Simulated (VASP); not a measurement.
# Pt (Fm-3m) in VASP: a series of runs

Runs on Pt. Level: PBE. Tasks: single point, relaxation of cell and atoms.

Everything below comes from runs of VASP 6.6.1. Logs are shortened: lines on timing, memory, paths and dates and some standing lists are left out, and cuts for length are marked.

### 1 The cell of the first run

The structure is cubic, space group Fm-3m (No. 225). Conventional cell: a = 3.970 Å, b = 3.970 Å, c = 3.970 Å, α = 90.00°, β = 90.00°, γ = 90.00°. Pt (site symmetry m-3m) has 12 Pt at 2.81 Å within 3.7 Å.

### 2 Single point, PBE

File INCAR:

```
SYSTEM = Pt
  PREC = Accurate
  ENCUT = 520
  EDIFF = 1E-6
  ISMEAR = -1
  SIGMA = 0.05
  LREAL = .False.
  LASPH = .True.
  NELM = 80
  ALGO = Normal
  ISIF = 2
  LWAVE = .False.
  LCHARG = .False.
  GGA = PE
  NBANDS = 11
```

File KPOINTS:

```
Automatic mesh
0
Gamma
  18 18 18
  0 0 0
```

File POSCAR:

```
Pt
1.0
    0.0000000000      1.9851796555      1.9851796555
    1.9851796555      0.0000000000      1.9851796555
    1.9851796555      1.9851796555      0.0000000000
Pt
1
Direct
    0.0000000000      0.0000000000      0.0000000000
```

Potentials or basis: VASP PAW PBE potentials, release 64 (Pt).

Run with:

```console
$ cat potpaw_PBE.64/Pt/POTCAR > POTCAR
$ mpirun -np 1 vasp_std > vasp.out
```

OUTCAR:

```text
SYSTEM = Pt
   PREC = Accurate
   ENCUT = 520
   EDIFF = 1E-6
   ISMEAR = -1
   LREAL = .False.
   LASPH = .True.
   NELM = 80
   ISIF = 2
   GGA = PE

 ion  position               nearest neighbor table
   1  0.000  0.000  0.000-

  LATTYP: Found a face centered cubic cell.
 ALAT       =     3.9703593110

  Lattice vectors:

 A1 = (   0.0000000000,   1.9851796555,   1.9851796555)
 A2 = (   1.9851796555,   0.0000000000,   1.9851796555)
 A3 = (   1.9851796555,   1.9851796555,   0.0000000000)

Analysis of symmetry for initial positions (statically):
=====================================================================
 Subroutine PRICEL returns:
 Original cell was already a primitive cell.

 Routine SETGRP: Setting up the symmetry group for a
 face centered cubic supercell.

 Subroutine GETGRP returns: Found 48 space group operations
 (whereof 48 operations were pure point group operations)
 out of a pool of 48 trial point group operations.

The static configuration has the point symmetry O_h .

Analysis of symmetry for dynamics (positions and initial velocities):
=====================================================================
 Subroutine PRICEL returns:
 Original cell was already a primitive cell.

 Routine SETGRP: Setting up the symmetry group for a
 face centered cubic supercell.

 Subroutine GETGRP returns: Found 48 space group operations
 (whereof 48 operations were pure point group operations)
 out of a pool of 48 trial point group operations.

The dynamic configuration has the point symmetry O_h .

 Subroutine INISYM returns: Found 48 space group operations
 (whereof 48 operations are pure point group operations),
 and found     1 'primitive' translations

----------------------------------------------------------------------------------------

                                     Primitive cell

  volume of cell :      15.6469

  direct lattice vectors                    reciprocal lattice vectors
     0.000000000  1.985179656  1.985179656    -0.251866373  0.251866373  0.251866373
     1.985179656  0.000000000  1.985179656     0.251866373 -0.251866373  0.251866373
     1.985179656  1.985179656  0.000000000     0.251866373  0.251866373 -0.251866373

  length of vectors
     2.807467993  2.807467993  2.807467993     0.436245355  0.436245355  0.436245355

  position of ions in fractional coordinates (direct lattice)
     0.000000000  0.000000000  0.000000000

  ion indices of the primitive-cell ions
   primitive index   ion index
                 1           1

----------------------------------------------------------------------------------------

 KPOINTS: Automatic mesh

Automatic generation of k-mesh.
 Grid dimensions read from file:
 generate k-points for:   18   18   18

 Generating k-lattice:

  Cartesian coordinates                     Fractional coordinates (reciprocal lattice)
    -0.013992576  0.013992576  0.013992576     0.055555556  0.000000000  0.000000000
     0.013992576 -0.013992576  0.013992576     0.000000000  0.055555556  0.000000000
     0.013992576  0.013992576 -0.013992576     0.000000000  0.000000000  0.055555556

  Length of vectors
     0.024235853  0.024235853  0.024235853

  Shift w.r.t. Gamma in fractional coordinates (k-lattice)
     0.000000000  0.000000000  0.000000000

 Subroutine IBZKPT returns following result:
 ===========================================

 Found    195 irreducible k-points:

 Following reciprocal coordinates:
            Coordinates               Weight
  0.000000  0.000000  0.000000      1.000000
  0.055556  0.000000  0.000000      8.000000
  0.111111  0.000000  0.000000      8.000000
  0.166667  0.000000  0.000000      8.000000
  0.222222  0.000000  0.000000      8.000000
  0.277778  0.000000  0.000000      8.000000
[... 16 lines left out ...]
 -0.277778  0.055556  0.000000     24.000000
 -0.222222  0.055556  0.000000     24.000000
 [... further k-points ...]
   k-points           NKPTS =    195   k-points in BZ     NKDIM =    195   number of bands    NBANDS=     11
   number of dos      NEDOS =    301   number of ions     NIONS =      1
   total plane-waves  NPLWV =  13824
   dimension x,y,z NGX =    24 NGY =   24 NGZ =   24
   dimension x,y,z NGXF=    48 NGYF=   48 NGZF=   48
   ions per type =               1
   NGX,Y,Z   is equivalent  to a cutoff of  14.21, 14.21, 14.21 a.u.
   NGXF,Y,Z  is equivalent  to a cutoff of  28.42, 28.42, 28.42 a.u.
 SYSTEM =  Pt
   PREC   = accura    normal or accurate (medium, high low for compatibility)
   ISTART =      0    job   : 0-new  1-cont  2-samecut
   ICHARG =      2    charge: 1-file 2-atom 10-const
   ISPIN  =      1    spin polarized calculation?
   LNONCOLLINEAR =      F non collinear calculations
   LSORBIT =      F    spin-orbit coupling
   LASPH  =      T    aspherical Exc in radial PAW
   ENCUT  =  520.0 eV  38.22 Ry    6.18 a.u.   5.22  5.22  5.22*2*pi/ulx,y,z
   NELM   =     80;   NELMIN=  2; NELMDL= -5     # of ELM steps
   EDIFF  = 0.1E-05   stopping-criterion for ELM
   LREAL  =      F    real-space projection
   EDIFFG = 0.1E-04   stopping-criterion for IOM
   NSW    =      0    number of steps for IOM
   IBRION =     -1    ionic relax: 0-MD 1-quasi-New 2-CG
   NFREE  =      0    steps in history (QN), initial steepest desc. (CG)
   ISIF   =      2    stress and relaxation
   ISYM   =      2    0-nonsym 1-usesym 2-fastsym
   POTIM  = 0.5000    time-step for ionic-motion
   TEBEG  =    0.0;   TEEND  =   0.0 temperature during run
   PSTRESS=    0.0 pullay stress
   NELECT =      10.0000    total number of electrons
   NUPDOWN=      -1.0000    fix difference up-down
   EMIN   =  10.00;   EMAX   =-10.00  energy-range for DOS
   EFERMI =   0.00;   METHOD = LEGACY
   ISMEAR =    -1;   SIGMA  =   0.05  broadening in eV -4-tet -1-fermi 0-gaus
   EFERMI_NEDOS =   21; number of points for ismear=-14 and -15
   IALGO  =     38    algorithm
   IMIX   =      4    mixing-type and parameters
     AMIX     =   0.40;   BMIX     =  1.00
     AMIX_MAG =   1.60;   BMIX_MAG =  1.00
  volume/ion in A,a.u.               =      15.65       105.59
  Fermi-wavevector in a.u.,A,eV,Ry     =   1.410149  2.664795 27.055461  1.988520
  Thomas-Fermi vector in A             =   2.532132
   LORBIT       =      0    0 simple, 1 ext, 2 COOP (PROOUT), +10 PAW based schemes
   GGA     = PE    functional components
   LHFCALC =     F    Hartree Fock is set to
   AEXX    =    0.0000 exact exchange contribution
   IVDW    =     0    specifies the selected vdW correction
   LEPSILON=     F    determine dielectric tensor
   LRPA    =     F    only Hartree local field effects (RPA)
 non-spin polarized calculation
  energy-cutoff  :      520.00
  volume of cell :       15.65
 maximum number of plane-waves:       444
 NGX is ok and might be reduce to    24
   NGX = 11   NGY = 11   NGZ = 11

 number of electron      10.0000002 magnetization

 Free energy of the ion-electron system (eV)
  ---------------------------------------------------
  ext. energy  EPLUGINS =         0.00000000
  ---------------------------------------------------
  free energy    TOTEN  =        -6.10347642 eV

  energy without entropy =       -6.08594786  energy(sigma->0) =       -6.09471214

 E-fermi :  10.5702     XC(G=0): -13.2704

 val. band max:       10.5697445547   @ k =  -0.3333   0.3889   0.1111
 cond. band min:      10.5805831898   @ k =   0.4444   0.1111   0.0000
 fundamental gap:      0.0108386351
 Fermi energy:        10.5702288777

 k-point     1 :       0.0000    0.0000    0.0000
  band No.  band energies     occupation
      1       0.7622      2.00000
      2       7.0014      2.00000
      3       7.0014      2.00000
      4       7.0014      2.00000
      5       9.0284      2.00000
      6       9.0284      2.00000
      7      25.3065      0.00000
      8      30.0645      0.00000
      9      30.0645      0.00000
     10      30.0645      0.00000
     11      35.2759      0.00000

 k-point     2 :       0.0556    0.0000    0.0000
  band No.  band energies     occupation
      1       0.8823      2.00000
      2       6.9491      2.00000
      3       7.0486      2.00000
      4       7.0486      2.00000
      5       9.0024      2.00000
      6       9.0024      2.00000
      7      25.4888      0.00000
      8      29.3983      0.00000
      9      30.2442      0.00000
     10      30.2442      0.00000
     11      35.9903      0.00000

 k-point     3 :       0.1111    0.0000    0.0000
  band No.  band energies     occupation
      1       1.2322      2.00000
      2       6.8146      2.00000
      3       7.1721      2.00000
      4       7.1721      2.00000
      5       8.9470      2.00000
      6       8.9470      2.00000
      7      25.9815      0.00000
      8      27.9975      0.00000
      9      30.7656      0.00000
     10      30.7656      0.00000
     11      36.6170      0.00000

 k-point     4 :       0.1667    0.0000    0.0000
  band No.  band energies     occupation
      1       1.7753      2.00000
      2       6.6641      2.00000
      3       7.3113      2.00000
      4       7.3113      2.00000
      5       8.9339      2.00000
      6       8.9339      2.00000
      7      26.3094      0.00000
      8      26.6674      0.00000
      9      31.5692      0.00000
     10      31.5692      0.00000
     11      35.0288      0.00000
[... 239 lines left out ...]
 k-point    22 :      -0.3333    0.0556    0.0000
  band No.  band energies     occupation
      1       3.6075      2.00000
      2       7.0966      2.00000
      3       7.2032      2.00000
      4       7.6152      2.00000
      5       9.6837      2.00000
      6      10.3840      1.95290
      7      19.9726      0.00000
      8      25.8929      0.00000
      9      29.8480      0.00000
     10      31.7940      0.00000
     11      35.0357      0.00000

 k-point    23 :      -0.2778    0.0556    0.0000
  band No.  band energies     occupation
      1       3.3043      2.00000
      2       6.8470      2.00000
      3       7.2716      2.00000
      4       7.3401      2.00000
      5       9.2201      2.00000
      6       9.9069      2.00000
      7      22.0615      0.00000
      8      26.5535      0.00000
      9      30.7149      0.00000
     10      33.5064      0.00000
     11      33.5154      0.00000

 k-point    24 :      -0.2222    0.0556    0.0000
  band No.  band energies     occupation
      1       2.7488      2.00000
      2       6.5408      2.00000
      3       7.3736      2.00000
      4       7.4371      2.00000
      5       8.8532      2.00000
      6       9.4913      2.00000
      7      24.0476      0.00000
      8      27.0378      0.00000
      9      31.2496      0.00000
     10      32.7647      0.00000
     11      33.9675      0.00000

 [... further k-points ...]

------------------------ aborting loop because EDIFF is reached ----------------------------------------

  FORCE on cell =-STRESS in cart. coord.  units (eV):
  Direction    XX          YY          ZZ          XY          YZ          ZX
  --------------------------------------------------------------------------------------
  -------------------------------------------------------------------------------------
  Total       -0.0473452     -0.0473452     -0.0473452      0.0000000      0.0000000      0.0000000
  in kB       -4.8479432     -4.8479432     -4.8479432      0.0000000      0.0000000      0.0000000
  external PRESSURE =      -4.8479432 kB  Pullay stress =       0.0000000 kB

 VOLUME and BASIS-vectors are now :
 -----------------------------------------------------------------------------
  energy-cutoff  :      520.00
  volume of cell :       15.65
      direct lattice vectors                 reciprocal lattice vectors
     0.000000000  1.985179656  1.985179656    -0.251866373  0.251866373  0.251866373
     1.985179656  0.000000000  1.985179656     0.251866373 -0.251866373  0.251866373
     1.985179656  1.985179656  0.000000000     0.251866373  0.251866373 -0.251866373

 POSITION                                       TOTAL-FORCE (eV/Angst)
 -----------------------------------------------------------------------------------
      0.00000      0.00000      0.00000        -0.000000     -0.000000      0.000000
 -----------------------------------------------------------------------------------
    total drift:                               -0.000000      0.000000     -0.000000

  FREE ENERGIE OF THE ION-ELECTRON SYSTEM (eV)
  ---------------------------------------------------
  free  energy   TOTEN  =        -6.1034764194 eV

  energy  without entropy=       -6.0859478555  energy(sigma->0) =       -6.09471214
```

Wall time 14 s (1 thread of Intel Xeon 6975P-C, shared host); peak memory 0.17 GiB.

Results:

- Free energy: -6.1035 eV
- Pressure: -0.5 GPa
- Band gap on the k mesh: zero (band 5 reaches 11.03 eV, above the bottom of band 6 at 8.93 eV)

Levels at points of the mesh, in eV from the Fermi level:
| k point | band 2 | band 3 | band 4 | band 5 | band 6 | band 7 | band 8 | band 9 |
| --- | --- | --- | --- | --- | --- | --- | --- | --- |
| (0.00, 0.00, 0.00) | -3.57 | -3.57 | -3.57 | -1.54 | -1.54 | 14.74 | 19.49 | 19.49 |
| (0.50, 0.00, 0.00) | -3.63 | -3.63 | -0.32 | 0.03 | 0.03 | 5.56 | 14.29 | 18.73 |
| (0.50, 0.50, 0.00) | -6.24 | -0.01 | 0.45 | 0.45 | 1.85 | 8.49 | 11.28 | 11.28 |

Caveat: spin-orbit coupling is left out, which moves the levels of the heavy elements.

### 3 Relaxation of cell and atoms, PBE

File INCAR:

```
PREC = Accurate
ENCUT = 600
EDIFF = 1E-6
ISMEAR = -1
SIGMA = 0.05
LREAL = False
LASPH = True
NELM = 80
ALGO = Normal
ISIF = 3
LWAVE = False
LCHARG = False
GGA = PE
IBRION = 2
NSW = 60
EDIFFG = -0.005
```

File KPOINTS:

```
Automatic mesh
0
Gamma
  18 18 18
```

File POSCAR:

```
Pt
1.0
    0.0000000000      1.9857740511      1.9857740511
    1.9857740511      0.0000000000      1.9857740511
    1.9857740511      1.9857740511      0.0000000000
Pt
1
Direct
    0.0000000000      0.0000000000      0.0000000000
```

Potentials or basis: VASP PAW PBE potentials, release 64 (Pt).

Run with:

```console
$ cat potpaw_PBE.64/Pt/POTCAR > POTCAR
$ mpirun -np 1 vasp_std > vasp.out
```

Run time: 24 s. Hardware: 1 thread of Intel Xeon 6975P-C, shared host; peak memory 0.18 GiB.

The run converged. Its results:

```
Free energy                            : -6.1037 eV
Relaxed volume                         : 15.62 Å³/atom
Relaxed cell                           : a = 2.806 Å, b = 2.806 Å, c = 2.806 Å, α = 60.00°, β = 60.00°, γ = 60.00°
Space group after relaxing (to 0.05 Å) : Fm-3m (No. 225)
Energy gained by relaxing              : 0.1 meV/atom
Ionic steps                            : 3
Pressure after relaxing                : 0.0 GPa
Band gap on the k mesh                 : zero (band 5 reaches 11.06 eV, above the bottom of band 6 at 8.96 eV)
```

Final structure:
```
CELL_PARAMETERS angstrom
0.00000 1.98408 1.98408
1.98408 0.00000 1.98408
1.98408 1.98408 0.00000
ATOMIC_POSITIONS crystal
Pt 0.00000 0.00000 0.00000
```

Levels at points of the mesh, in eV from the Fermi level:
```tsv
k point	band 1	band 2	band 3	band 4	band 5	band 6	band 7	band 8	band 9
(0.00, 0.00, 0.00)	-9.83	-3.58	-3.58	-3.58	-1.55	-1.55	14.73	19.50	19.50
(0.50, 0.00, 0.00)	-6.96	-3.64	-3.64	-0.33	0.03	0.03	5.58	14.29	18.74
(0.50, 0.50, 0.00)	-6.70	-6.26	-0.01	0.45	0.45	1.85	8.50	11.28	11.28
```

Caveat: spin-orbit coupling is left out, which moves the levels of the heavy elements.

### 4 Relaxation of cell and atoms, PBE

File INCAR:

```
SYSTEM = Pt
  PREC = Accurate
  ENCUT = 600
  EDIFF = 1E-6
  ISMEAR = -1
  SIGMA = 0.05
  LREAL = .False.
  LASPH = .True.
  NELM = 80
  ALGO = Normal
  ISIF = 3
  LWAVE = .False.
  LCHARG = .False.
  GGA = PE
  IBRION = 2
  NSW = 45
  EDIFFG = -0.005
```

File KPOINTS:

```
regular mesh
0
Gamma
  18 18 18
  0 0 0
```

File POSCAR:

```
Pt
1.0
    0.0000000000      1.9851796555      1.9851796555
    1.9851796555      0.0000000000      1.9851796555
    1.9851796555      1.9851796555      0.0000000000
Pt
1
Direct
    0.0000000000      0.0000000000      0.0000000000
```

Run with:

```console
$ cat potpaw_PBE.64/Pt/POTCAR > POTCAR
$ mpirun -np 1 vasp_std > vasp.out
```

Wall time 27 s (1 thread of Intel Xeon 6975P-C, shared host); peak memory 0.17 GiB.

It converged, with:

```
Free energy                            : -6.1037 eV
Relaxed volume                         : 15.62 Å³/atom
Relaxed cell                           : a = 2.806 Å, b = 2.806 Å, c = 2.806 Å, α = 60.00°, β = 60.00°, γ = 60.00°
Space group after relaxing (to 0.05 Å) : Fm-3m (No. 225)
Energy gained by relaxing              : 0.0 meV/atom
Ionic steps                            : 3
Pressure after relaxing                : 0.0 GPa
Band gap on the k mesh                 : zero (band 5 reaches 11.06 eV, above the bottom of band 6 at 8.96 eV)
```

Final structure:
```
Pt
1.0
     0.00000    1.98408    1.98408
     1.98408    0.00000    1.98408
     1.98408    1.98408    0.00000
Pt
1
Direct
  0.00000 0.00000 0.00000
```

Levels at points of the mesh, in eV from the Fermi level:
```tsv
k point	band 1	band 2	band 3	band 4	band 5	band 6	band 7	band 8	band 9
(0.00, 0.00, 0.00)	-9.83	-3.58	-3.58	-3.58	-1.55	-1.55	14.73	19.50	19.50
(0.50, 0.00, 0.00)	-6.96	-3.64	-3.64	-0.33	0.03	0.03	5.58	14.29	18.74
(0.50, 0.50, 0.00)	-6.70	-6.26	-0.01	0.45	0.45	1.85	8.50	11.28	11.28
```

Caveat: spin-orbit coupling is left out, which moves the levels of the heavy elements.

### 5 Overview

```tsv
task	cell	cutoff (eV)	gap on the mesh (eV)	pressure (GPa)	relaxed volume (Å³/atom)
single point	a = 2.807 Å, angles 60.0°, 1 atom	520	none	-0.5	-
relaxation of cell and atoms	relaxed from a = 2.808 Å, angles 60.0°, 1 atom	600	none	0.0	15.62
relaxation of cell and atoms	relaxed from a = 2.807 Å, angles 60.0°, 1 atom	600	none	0.0	15.62
```

Alike in all rows: level PBE; potentials or basis VASP PAW PBE potentials, release 64 (Pt); no spin polarisation; k mesh 18 × 18 × 18; smearing fermi-dirac 0.05 eV.

Caveats: spin-orbit coupling is left out, which moves the levels of the heavy elements.

Total energies depend on the potentials used, so only differences within one code and one set of settings carry meaning.
